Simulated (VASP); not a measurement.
# SrO (Fm-3m) in VASP: a series of runs, part 2 of 2

VASP 6.6.1.

### Step 3. Single point, PBE-based screened hybrid with 50 % exact exchange

Input file POSCAR:

```
SrO
1.0
    0.0000000000      2.5798927166      2.5798927166
    2.5798927166      0.0000000000      2.5798927166
    2.5798927166      2.5798927166      0.0000000000
Sr O
1 1
Direct
    0.5000000000      0.5000000000      0.5000000000
    0.0000000000      0.0000000000      0.0000000000
```

Input file INCAR.step1:

```
  PREC = Accurate
  ENCUT = 520
  EDIFF = 1E-5
  ISMEAR = 0
  SIGMA = 0.01
  LREAL = False
  LASPH = True
  NELM = 100
  ALGO = Normal
  ISIF = 2
  LWAVE = True
  LCHARG = False
  GGA = PE
  NBANDS = 15
```

Input file INCAR.step2:

```
  PREC = Accurate
  ENCUT = 520
  EDIFF = 1E-6
  ISMEAR = 0
  SIGMA = 0.01
  LREAL = False
  LASPH = True
  NELM = 100
  ALGO = Normal
  ISIF = 2
  LWAVE = False
  LCHARG = False
  GGA = PE
  LHFCALC = True
  AEXX = 0.5
  HFSCREEN = 0.3
  PRECFOCK = Normal
  ISTART = 1
  NBANDS = 15
```

Input file KPOINTS:

```
regular mesh
0
Gamma
  4 4 4
```

Potentials or basis: VASP PAW PBE potentials, release 64 (Sr_sv, O).

Command:

```sh
$ cat potpaw_PBE.64/Sr_sv/POTCAR potpaw_PBE.64/O/POTCAR > POTCAR
$ cp INCAR.step1 INCAR
$ mpirun -np 1 vasp_std > vasp.out
$ cp INCAR.step2 INCAR
$ mpirun -np 1 vasp_std > vasp.out
```

OUTCAR:

```text
PREC = Accurate
   ENCUT = 520
   EDIFF = 1E-6
   ISMEAR = 0
   LREAL = False
   LASPH = True
   NELM = 100
   ISIF = 2
   GGA = PE
   LHFCALC = True
   AEXX = 0.5
   HFSCREEN = 0.3
   PRECFOCK = Normal
   ISTART = 1

 ion  position               nearest neighbor table
   1  0.500  0.500  0.500-   2 2.58   2 2.58   2 2.58   2 2.58   2 2.58   2 2.58
   2  0.000  0.000  0.000-   1 2.58   1 2.58   1 2.58   1 2.58   1 2.58   1 2.58

  LATTYP: Found a face centered cubic cell.
 ALAT       =     5.1597854332

  Lattice vectors:

 A1 = (   0.0000000000,   2.5798927166,   2.5798927166)
 A2 = (   2.5798927166,   0.0000000000,   2.5798927166)
 A3 = (   2.5798927166,   2.5798927166,   0.0000000000)

Analysis of symmetry for initial positions (statically):
=====================================================================
 Subroutine PRICEL returns:
 Original cell was already a primitive cell.

 Routine SETGRP: Setting up the symmetry group for a
 face centered cubic supercell.

 Subroutine GETGRP returns: Found 48 space group operations
 (whereof 48 operations were pure point group operations)
 out of a pool of 48 trial point group operations.

The static configuration has the point symmetry O_h .

Analysis of symmetry for dynamics (positions and initial velocities):
=====================================================================
 Subroutine PRICEL returns:
 Original cell was already a primitive cell.

 Routine SETGRP: Setting up the symmetry group for a
 face centered cubic supercell.

 Subroutine GETGRP returns: Found 48 space group operations
 (whereof 48 operations were pure point group operations)
 out of a pool of 48 trial point group operations.

The dynamic configuration has the point symmetry O_h .

 Subroutine INISYM returns: Found 48 space group operations
 (whereof 48 operations are pure point group operations),
 and found     1 'primitive' translations

----------------------------------------------------------------------------------------

                                     Primitive cell

  volume of cell :      34.3427

  direct lattice vectors                    reciprocal lattice vectors
     0.000000000  2.579892717  2.579892717    -0.193806509  0.193806509  0.193806509
     2.579892717  0.000000000  2.579892717     0.193806509 -0.193806509  0.193806509
     2.579892717  2.579892717  0.000000000     0.193806509  0.193806509 -0.193806509

  length of vectors
     3.648519269  3.648519269  3.648519269     0.335682720  0.335682720  0.335682720

  position of ions in fractional coordinates (direct lattice)
     0.500000000  0.500000000  0.500000000
     0.000000000  0.000000000  0.000000000

  ion indices of the primitive-cell ions
   primitive index   ion index
                 1           1
                 2           2

----------------------------------------------------------------------------------------

 KPOINTS: regular mesh

Automatic generation of k-mesh.
 Grid dimensions read from file:
 generate k-points for:    4    4    4

 Generating k-lattice:

[... 31 lines left out ...]
   ions per type =               1   1
   NGX,Y,Z   is equivalent  to a cutoff of  12.76, 12.76, 12.76 a.u.
   NGXF,Y,Z  is equivalent  to a cutoff of  25.52, 25.52, 25.52 a.u.
 SYSTEM =  unknown system
   PREC   = accura    normal or accurate (medium, high low for compatibility)
   ISTART =      1    job   : 0-new  1-cont  2-samecut
   ICHARG =      0    charge: 1-file 2-atom 10-const
   ISPIN  =      1    spin polarized calculation?
   LNONCOLLINEAR =      F non collinear calculations
   LSORBIT =      F    spin-orbit coupling
   LASPH  =      T    aspherical Exc in radial PAW
   ENCUT  =  520.0 eV  38.22 Ry    6.18 a.u.   6.78  6.78  6.78*2*pi/ulx,y,z
   NELM   =    100;   NELMIN=  2; NELMDL=  0     # of ELM steps
   EDIFF  = 0.1E-05   stopping-criterion for ELM
   LREAL  =      F    real-space projection
   EDIFFG = 0.1E-04   stopping-criterion for IOM
   NSW    =      0    number of steps for IOM
   IBRION =     -1    ionic relax: 0-MD 1-quasi-New 2-CG
   NFREE  =      0    steps in history (QN), initial steepest desc. (CG)
   ISIF   =      2    stress and relaxation
   ISYM   =      3    0-nonsym 1-usesym 2-fastsym
   POTIM  = 0.5000    time-step for ionic-motion
   TEBEG  =    0.0;   TEEND  =   0.0 temperature during run
   PSTRESS=    0.0 pullay stress
   NELECT =      16.0000    total number of electrons
   NUPDOWN=      -1.0000    fix difference up-down
   EMIN   =  10.00;   EMAX   =-10.00  energy-range for DOS
   EFERMI =   0.00;   METHOD = LEGACY
   ISMEAR =     0;   SIGMA  =   0.01  broadening in eV -4-tet -1-fermi 0-gaus
   EFERMI_NEDOS =   21; number of points for ismear=-14 and -15
   IALGO  =     38    algorithm
   IMIX   =      1    mixing-type and parameters
     AMIX     =   0.40;   BMIX     =  1.00
     AMIX_MAG =   1.60;   BMIX_MAG =  1.00
  volume/ion in A,a.u.               =      17.17       115.88
  Fermi-wavevector in a.u.,A,eV,Ry     =   1.269121  2.398292 21.914485  1.610669
  Thomas-Fermi vector in A             =   2.402180
   LORBIT       =      0    0 simple, 1 ext, 2 COOP (PROOUT), +10 PAW based schemes
   GGA     = PE    functional components
   LHFCALC =     T    Hartree Fock is set to
   PRECFOCK=normal    Normal, Fast or Accurate (Low or Medium for compatibility)
   ENCUT4O =  -1.0   cutoff for four orbital integrals eV
   NKREDX  =     1    reduce k-point grid by
   NKREDY  =     1    reduce k-point grid by
   NKREDZ  =     1    reduce k-point grid by
   AEXX    =    0.5000 exact exchange contribution
   HFSCREEN=    0.3000 screening length (either q_TF or 0.3 A-1)
   HFSCREENC=   0.3000 screening length for correlation (either q_TF or 0.3 A-1)
   ENCUTFOCK=  -1.0 apply spherical cutoff to Coloumb kernel
   IVDW    =     0    specifies the selected vdW correction
   LEPSILON=     F    determine dielectric tensor
   LRPA    =     F    only Hartree local field effects (RPA)
 non-spin polarized calculation
 Gauss-broadening in eV      SIGMA  =   0.01
  energy-cutoff  :      520.00
  volume of cell :       34.34
 maximum number of plane-waves:       941
  NGX = 24; NGY = 24; NGZ = 24

 number of electron      15.9999998 magnetization

 Free energy of the ion-electron system (eV)
  ---------------------------------------------------
  ext. energy  EPLUGINS =         0.00000000
  ---------------------------------------------------
  free energy    TOTEN  =       -15.92883372 eV

  energy without entropy =      -15.92883372  energy(sigma->0) =      -15.92883372

 E-fermi :  -0.1818     XC(G=0):  -6.7788

 val. band max:       -0.2965272788   @ k =   0.0000   0.0000   0.0000
 cond. band min:       5.5100123984   @ k =   0.5000   0.5000   0.0000
 fundamental gap:      5.8065396772
 Fermi energy:        -0.1817521903

 k-point     1 :       0.0000    0.0000    0.0000
  band No.  band energies     occupation
      1     -36.4088      2.00000
      2     -18.2000      2.00000
      3     -15.5303      2.00000
      4     -15.5303      2.00000
      5     -15.5303      2.00000
      6      -0.2965      2.00000
      7      -0.2965      2.00000
      8      -0.2965      2.00000
      9       6.1922      0.00000
     10       8.7406      0.00000
     11       8.7406      0.00000
     12       8.7406      0.00000
     13      11.0545      0.00000
     14      11.0545      0.00000
[... 113 lines left out ...]
      2     -18.6152      2.00000
      3     -16.2423      2.00000
      4     -16.2423      2.00000
      5     -15.1880      2.00000
      6      -1.5041      2.00000
      7      -0.7519      2.00000
      8      -0.7519      2.00000
      9       8.4556      0.00000
     10       8.4556      0.00000
     11      11.3788      0.00000
     12      14.1623      0.00000
     13      14.4387      0.00000
     14      15.6199      0.00000
     15      17.6252      0.00000

------------------------ aborting loop because EDIFF is reached ----------------------------------------

  FORCE on cell =-STRESS in cart. coord.  units (eV):
  Direction    XX          YY          ZZ          XY          YZ          ZX
  --------------------------------------------------------------------------------------
  -------------------------------------------------------------------------------------
  Total       -0.3715118     -0.3715118     -0.3715118     -0.0000000     -0.0000000      0.0000000
  in kB      -17.3319841    -17.3319841    -17.3319841     -0.0000000     -0.0000000      0.0000000
  external PRESSURE =     -17.3319841 kB  Pullay stress =       0.0000000 kB

 VOLUME and BASIS-vectors are now :
 -----------------------------------------------------------------------------
  energy-cutoff  :      520.00
  volume of cell :       34.34
      direct lattice vectors                 reciprocal lattice vectors
     0.000000000  2.579892717  2.579892717    -0.193806509  0.193806509  0.193806509
     2.579892717  0.000000000  2.579892717     0.193806509 -0.193806509  0.193806509
     2.579892717  2.579892717  0.000000000     0.193806509  0.193806509 -0.193806509

 POSITION                                       TOTAL-FORCE (eV/Angst)
 -----------------------------------------------------------------------------------
      2.57989      2.57989      2.57989         0.000000      0.000000      0.000000
      0.00000      0.00000      0.00000        -0.000000     -0.000000     -0.000000
 -----------------------------------------------------------------------------------
    total drift:                               -0.000000     -0.000000     -0.000000

  FREE ENERGIE OF THE ION-ELECTRON SYSTEM (eV)
  ---------------------------------------------------
  free  energy   TOTEN  =       -15.9288337222 eV

  energy  without entropy=      -15.9288337222  energy(sigma->0) =      -15.92883372
```

Wall time 9.5 min (1 thread of AMD EPYC 7R43 (Zen 3), shared host); peak memory 0.23 GiB.

Results:

```yaml
Free_energy: -15.9288 eV
Pressure: -1.7 GPa
Band_gap_on_the_k_mesh: 5.81 eV (least direct gap 5.91 eV)
```

Levels at points of the mesh, in eV from the valence-band top:
```
           k point  band 5  band 6  band 7  band 8  band 9  band 10  band 11  band 12
(0.00, 0.00, 0.00)  -15.23    0.00    0.00    0.00    6.49     9.04     9.04     9.04
(0.50, 0.00, 0.00)  -14.40   -2.24   -1.19   -1.19    9.39    11.00    11.99    11.99
(0.50, 0.50, 0.00)  -15.63   -0.50   -0.11   -0.11    5.81    10.77    13.33    13.35
```

Caveat: the k points lie up to 0.53 Å⁻¹ apart; the PAW data sets were made with another functional, which shifts forces and pressure a little. A k mesh can miss the band edges.
